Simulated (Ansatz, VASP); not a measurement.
## Two plane-wave programs on Cd

```
Cd
1.0
    -1.54592    1.54592    2.19074
     1.54592   -1.54592    2.19074
     1.54592    1.54592   -2.19074
Cd
1
Direct
  0.00000 0.00000 0.00000
```

Alike in both runs: functional PBEsol; k mesh 24 × 24 × 24; occupations gaussian, width 0.1 eV; no spin polarisation.

Ansatz relaxed the structure, and its values are those at the end. VASP's run is a single point on that final structure, the one shown.

|  | VASP | Ansatz |
| --- | --- | --- |
| version | VASP 6.6.1 | Ansatz 0.2.0 |
| potentials or method | VASP PAW PBE potentials, release 64 (Cd), cutoff 520 eV | scalar-relativistic, plane waves, PAW |
| valence electrons in the cell | 12 | 20 |

Ansatz gave:

| Item | Value |
| --- | --- |
| gap on the k mesh at the Fermi level (eV) | none |
| pressure (GPa) | 0.0 |

Problem. Which values does VASP return?

Solution. gap on the k mesh at the Fermi level (eV): none; pressure (GPa): 0.4.

VASP's potentials were made for PBE, not for PBEsol. A gap of «none» marks a metal or a gap that the smearing closes. VASP's potentials hold 12 valence electrons a cell and Ansatz's 20, so a difference there can come from the potentials and not from the codes.
